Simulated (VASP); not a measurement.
# AlGa3N4 (P1) in VASP: single point with PBEsol

Aim: the single point of AlGa3N4 with PBEsol.

Everything below comes from runs of VASP 6.6.1. Logs are shortened: lines on timing, memory, paths and dates and some standing lists are left out, and cuts for length are marked.

**1. The cell of the first run**

The typed cell holds 8 atoms: a = 4.249 Å, b = 4.259 Å, c = 4.650 Å, α = 92.93°, β = 87.44°, γ = 89.80°.

**2. Single point, PBEsol (atoms moved at random and the cell strained at random)**

INCAR

```
PREC     = Accurate       # precision mode
ENCUT    = 520            # plane-wave cutoff, eV
EDIFF    = 1E-6           # SCF threshold, eV
ISMEAR   = 0              # smearing method
SIGMA    = 0.05           # smearing width, eV
LREAL    = F              # projectors in reciprocal space
LASPH    = T              # aspherical terms in the spheres
NELM     = 60             # most SCF steps
ALGO     = Normal         # electronic algorithm
ISIF     = 2              # what is computed and relaxed
LWAVE    = F              # write WAVECAR
LCHARG   = F              # write CHGCAR
GGA      = PS             # functional
NBANDS   = 41             # bands
```

KPOINTS

```
Automatic mesh
0
Gamma
  6 6 6
```

POSCAR

```
AlGa3N4
1.0
    4.2477676985      0.0089299496      0.0992553122
    0.0089299496      4.2579010897     -0.1137608520
    0.0992553122     -0.1137608520      4.6474421497
Al Ga N
1 3 4
Direct
   -0.0052344510      0.0064445134      0.0096579670
    0.5094459584      0.5081143945     -0.0013005844
    0.5151736075      0.0076163937      0.5089689344
   -0.0217258589      0.4908370393      0.4974461645
    0.7642533601      0.7658148628      0.2390829437
    0.7517182980      0.2361785223      0.7571603564
    0.2341086046      0.7641837357      0.7521836066
    0.2522604813      0.2208105384      0.2368006117
```

Potentials or basis: VASP PAW PBE potentials, release 64 (Al, Ga_d, N).

Run with:

```sh
$ cat potpaw_PBE.64/Al/POTCAR potpaw_PBE.64/Ga_d/POTCAR potpaw_PBE.64/N/POTCAR > POTCAR
$ mpirun -np 1 vasp_std > vasp.out
```

OUTCAR:

```text
PREC = Accurate
   ENCUT = 520
   EDIFF = 1E-6
   ISMEAR = 0
   LREAL = F
   LASPH = T
   NELM = 60
   ISIF = 2
   GGA = PS

 ion  position               nearest neighbor table
   1  0.995  0.006  0.010-   8 1.78   5 1.78   7 1.81   6 1.90   2 2.96   2 2.97   4 2.99   3 3.02
                             2 3.04   2 3.06   3 3.14
   2  0.509  0.508  0.999-   6 1.85   5 1.90   8 1.99   7 2.03   1 2.96   1 2.97   1 3.04   1 3.06

   3  0.515  0.008  0.509-   6 1.81   5 1.87   7 1.95   8 1.98   4 2.85   1 3.02   1 3.14
   4  0.978  0.491  0.497-   6 1.90   8 1.97   5 1.97   7 1.98   3 2.85   1 2.99
   5  0.764  0.766  0.239-   1 1.78   3 1.87   2 1.90   4 1.97
   6  0.752  0.236  0.757-   3 1.81   2 1.85   4 1.90   1 1.90
   7  0.234  0.764  0.752-   1 1.81   3 1.95   4 1.98   2 2.03
   8  0.252  0.221  0.237-   1 1.78   4 1.97   3 1.98   2 1.99

  LATTYP: Found a triclinic cell.
 ALAT       =     6.1432783162
 B/A-ratio  =     0.6933480250
 C/A-ratio  =     0.6916399239
 COS(alpha) =     0.0035729725
 COS(beta)  =     0.0362627492
 COS(gamma) =     0.6546657772

  Lattice vectors:

 A1 = (  -0.1081852618,  -4.1441402377,  -4.5336812977)
 A2 = (  -0.0089299496,  -4.2579010897,   0.1137608520)
 A3 = (  -4.2477676985,  -0.0089299496,  -0.0992553122)

Analysis of symmetry for initial positions (statically):
=====================================================================
 Subroutine PRICEL returns:
 Original cell was already a primitive cell.

 Routine SETGRP: Setting up the symmetry group for a
 triclinic supercell.

 Subroutine GETGRP returns: Found  1 space group operations
 (whereof  1 operations were pure point group operations)
 out of a pool of  2 trial point group operations.

The static configuration has the point symmetry C_1 .

Analysis of symmetry for dynamics (positions and initial velocities):
=====================================================================
 Subroutine PRICEL returns:
 Original cell was already a primitive cell.

 Routine SETGRP: Setting up the symmetry group for a
 triclinic supercell.

 Subroutine GETGRP returns: Found  1 space group operations
 (whereof  1 operations were pure point group operations)
 out of a pool of  2 trial point group operations.

The dynamic configuration has the point symmetry C_1 .

 Subroutine INISYM returns: Found  1 space group operations
 (whereof  1 operations are pure point group operations),
 and found     1 'primitive' translations

----------------------------------------------------------------------------------------

[... 111 lines left out ...]
   ISYM   =      2    0-nonsym 1-usesym 2-fastsym
   POTIM  = 0.5000    time-step for ionic-motion
   TEBEG  =    0.0;   TEEND  =   0.0 temperature during run
   PSTRESS=    0.0 pullay stress
   NELECT =      62.0000    total number of electrons
   NUPDOWN=      -1.0000    fix difference up-down
   EMIN   =  10.00;   EMAX   =-10.00  energy-range for DOS
   EFERMI =   0.00;   METHOD = LEGACY
   ISMEAR =     0;   SIGMA  =   0.05  broadening in eV -4-tet -1-fermi 0-gaus
   EFERMI_NEDOS =   21; number of points for ismear=-14 and -15
   IALGO  =     38    algorithm
   IMIX   =      4    mixing-type and parameters
     AMIX     =   0.40;   BMIX     =  1.00
     AMIX_MAG =   1.60;   BMIX_MAG =  1.00
  volume/ion in A,a.u.               =      10.49        70.82
  Fermi-wavevector in a.u.,A,eV,Ry     =   1.479733  2.796289 29.791440  2.189609
  Thomas-Fermi vector in A             =   2.593854
   LORBIT       =      0    0 simple, 1 ext, 2 COOP (PROOUT), +10 PAW based schemes
   GGA     = PS    functional components
   LHFCALC =     F    Hartree Fock is set to
   AEXX    =    0.0000 exact exchange contribution
   IVDW    =     0    specifies the selected vdW correction
   LEPSILON=     F    determine dielectric tensor
   LRPA    =     F    only Hartree local field effects (RPA)
 non-spin polarized calculation
 Gauss-broadening in eV      SIGMA  =   0.05
  energy-cutoff  :      520.00
  volume of cell :       83.96
 maximum number of plane-waves:      2279
   NGX = 15   NGY = 15   NGZ = 17

 number of electron      62.0000007 magnetization

 Free energy of the ion-electron system (eV)
  ---------------------------------------------------
  ext. energy  EPLUGINS =         0.00000000
  ---------------------------------------------------
  free energy    TOTEN  =       -53.81929884 eV

  energy without entropy =      -53.81929884  energy(sigma->0) =      -53.81929884

 E-fermi :   6.3459     XC(G=0): -12.0668

 val. band max:        6.1319684314   @ k =   0.0000   0.0000   0.0000
 cond. band min:       8.3656132936   @ k =   0.0000   0.0000   0.0000
 fundamental gap:      2.2336448623
 Fermi energy:         6.3459027264

 k-point     1 :       0.0000    0.0000    0.0000
  band No.  band energies     occupation
      1     -10.3415      2.00000
      2      -9.0458      2.00000
      3      -8.5356      2.00000
      4      -8.2963      2.00000
      5      -7.3385      2.00000
      6      -7.3258      2.00000
[... 1045 lines left out ...]
     40      16.3991      0.00000
     41      16.7853      0.00000

 [... further k-points ...]

------------------------ aborting loop because EDIFF is reached ----------------------------------------

  FORCE on cell =-STRESS in cart. coord.  units (eV):
  Direction    XX          YY          ZZ          XY          YZ          ZX
  --------------------------------------------------------------------------------------
  -------------------------------------------------------------------------------------
  Total        9.5229577      9.3576620      3.4685499      1.3841515      5.8747827     -3.6706799
  in kB      181.7256059    178.5712845     66.1899753     26.4136178    112.1078633    -70.0472005
  external PRESSURE =     142.1622886 kB  Pullay stress =       0.0000000 kB

 VOLUME and BASIS-vectors are now :
 -----------------------------------------------------------------------------
  energy-cutoff  :      520.00
  volume of cell :       83.96
      direct lattice vectors                 reciprocal lattice vectors
     4.247767698  0.008929950  0.099255312     0.235536993 -0.000628794 -0.005045750
     0.008929950  4.257901090 -0.113760852    -0.000628794  0.235012874  0.005766113
     0.099255312 -0.113760852  4.647442150    -0.005045750  0.005766113  0.215421030

 POSITION                                       TOTAL-FORCE (eV/Angst)
 -----------------------------------------------------------------------------------
      4.22655      0.03522      0.14289         0.351541      0.046239     -1.541502
      2.26767      2.05444      4.63416        -2.039054      0.467318      0.333868
      2.23892     -0.02087      2.41567        -2.510522     -0.889124     -0.757775
      4.20924      2.04208      2.35311         1.846348      0.788649     -0.223487
      3.27694      3.24039      1.09986        -0.520637     -1.718794      0.976182
      3.27039      0.92620      3.56660         1.184675      0.621030      0.497213
      1.07592      3.17034      3.43203         0.904279     -1.418165     -0.616554
      1.09702      0.91550      1.10044         0.783371      2.102847      1.332055
 -----------------------------------------------------------------------------------
    total drift:                                0.000029      0.000154      0.000317

  FREE ENERGIE OF THE ION-ELECTRON SYSTEM (eV)
  ---------------------------------------------------
  free  energy   TOTEN  =       -53.8192988401 eV

  energy  without entropy=      -53.8192988401  energy(sigma->0) =      -53.81929884
```

OSZICAR:

```text
N       E                     dE             d eps       ncg     rms          rms(c)
DAV:   1     0.633559546529E+03    0.63356E+03   -0.27695E+04 10461   0.260E+03
DAV:   2     0.538678243260E+02   -0.57969E+03   -0.53897E+03  9768   0.642E+02
DAV:   3    -0.548391372506E+02   -0.10871E+03   -0.10548E+03 10364   0.197E+02
DAV:   4    -0.622767831063E+02   -0.74376E+01   -0.73725E+01 12510   0.553E+01
DAV:   5    -0.624794651335E+02   -0.20268E+00   -0.20245E+00 11713   0.887E+00    0.158E+01
DAV:   6    -0.536937013158E+02    0.87858E+01   -0.23215E+01 17170   0.657E+01    0.478E+00
DAV:   7    -0.539186662218E+02   -0.22496E+00   -0.44974E+00 11012   0.129E+01    0.403E+00
DAV:   8    -0.538392452807E+02    0.79421E-01   -0.43591E-01 12896   0.115E+01    0.108E+00
DAV:   9    -0.538198297531E+02    0.19416E-01   -0.91454E-02 14656   0.622E+00    0.531E-01
DAV:  10    -0.538191859853E+02    0.64377E-03   -0.20904E-02 12032   0.124E+00    0.219E-01
DAV:  11    -0.538192057016E+02   -0.19716E-04   -0.29131E-03 14488   0.102E+00    0.520E-02
DAV:  12    -0.538192877481E+02   -0.82047E-04   -0.75787E-04 12648   0.418E-01    0.204E-02
DAV:  13    -0.538192973138E+02   -0.95657E-05   -0.10628E-04 12000   0.101E-01    0.111E-02
DAV:  14    -0.538192991407E+02   -0.18269E-05   -0.94687E-06 11128   0.582E-02    0.562E-03
DAV:  15    -0.538192988401E+02    0.30061E-06   -0.17231E-06  8080   0.257E-02
   1 F= -.53819299E+02 E0= -.53819299E+02  d E =-.250802E-11
```

It took 3.5 min on 1 thread of Intel Xeon Platinum 8559C (Emerald Rapids), shared host; peak memory 0.4 GiB.

Results:

| Quantity | Value |
| --- | --- |
| Free energy | -53.8193 eV |
| Pressure | 14.2 GPa |
| Largest force | 2.769 eV/Å |
| Band gap on the k mesh | 2.23 eV |

Forces in eV/Å, atoms in the order of the input:
```
Al   0.352  0.046 -1.542
Ga  -2.039  0.467  0.334
Ga  -2.511 -0.889 -0.758
Ga   1.846  0.789 -0.223
N   -0.521 -1.719  0.976
N    1.185  0.621  0.497
N    0.904 -1.418 -0.617
N    0.783  2.103  1.332
```

Caveat: the cell differs from its parent crystal (atoms moved at random and the cell strained at random); the stress differs along the axes, from 7 to 18 GPa; the PAW data sets were made with another functional, which shifts forces and pressure a little.
